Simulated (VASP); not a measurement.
**BN: single point with PBE**

BN:

```xyz
4
Lattice="2.5040 0.0000 0.0000 -1.2520 2.1685 0.0000 0.0000 0.0000 6.6612" Properties=species:S:1:pos:R:3 pbc="T T T"
B     0.0000    1.4457    1.6653
B     1.2520    0.7228    4.9959
N    -0.1624    1.3519    4.9959
N     1.0896    0.6291    1.6653
```

This cell differs from its parent crystal: all N atoms moved +0.188 Å, as atom 3 towards its neighbour atom 2 (B) at 1.446 Å.

| Quantity | Value |
| --- | --- |
| Program | VASP 6.6.1 |
| Task | single point |
| Functional | PBE |
| Potentials or basis | VASP PAW PBE potentials, release 64 (B, N) |
| Cutoff | 520 eV |
| k mesh | 12 × 12 × 4 |
| Occupations | gaussian, width 0.05 eV |
| Spin | no spin polarisation |
| Dipole correction | no |
| Further INCAR settings | ALGO = Normal; EDIFF = 1e-06; NBANDS = 16 |

```
Pressure               : 16.8 GPa
Largest force          : 10.606 eV/Å
Band gap on the k mesh : 2.93 eV, indirect (least direct gap 4.20 eV)
```

Forces in eV/Å, atoms in the order of the input:
```
B   -4.770 -2.754  0.000
B   -9.180 -5.300  0.000
N    9.185  5.303  0.000
N    4.765  2.751  0.000
```

Stress tensor (GPa, compression positive):
```
27.52  6.16  0.00
 6.16 20.41  0.00
 0.00  0.00  2.60
```

Levels at points of the mesh, in eV from the valence-band top:
```csv
k point,band 4,band 5,band 6,band 7,band 8,band 9,band 10,band 11,band 12,band 13
"(0.00, 0.00, 0.00)",-5.00,-4.27,-4.07,-0.11,0.00,4.43,8.22,8.33,9.50,11.05
"(0.50, 0.00, 0.00)",-9.25,-6.21,-4.02,-2.63,-1.19,3.03,5.85,8.65,9.44,11.67
"(0.00, 0.50, 0.00)",-9.47,-5.10,-4.04,-2.47,-1.27,3.25,5.30,7.86,8.19,11.87
"(0.00, 0.00, 0.50)",-6.15,-4.27,-4.07,-0.11,0.00,6.62,6.74,8.33,8.40,11.57
"(0.50, 0.00, 0.50)",-9.25,-6.21,-4.02,-2.47,-1.28,2.93,5.44,8.93,9.52,12.35
"(0.00, 0.50, 0.50)",-9.48,-5.10,-4.05,-2.20,-1.50,3.33,4.78,8.05,8.23,12.61
```

Wall time 52 s on 1 thread of Intel Xeon 6975P-C, on a shared host, peak memory 0.19 GiB.

Caveat: the cell differs from its parent crystal (all N atoms moved +0.188 Å, as atom 3 towards its neighbour atom 2 (B) at 1.446 Å); this functional lacks dispersion, which binds the layers, so the pressure and a relaxed spacing across them are unreliable; forces of over 1 eV/Å act on the atoms, so gaps and moduli don't describe the material at rest. A k mesh can miss the band edges.
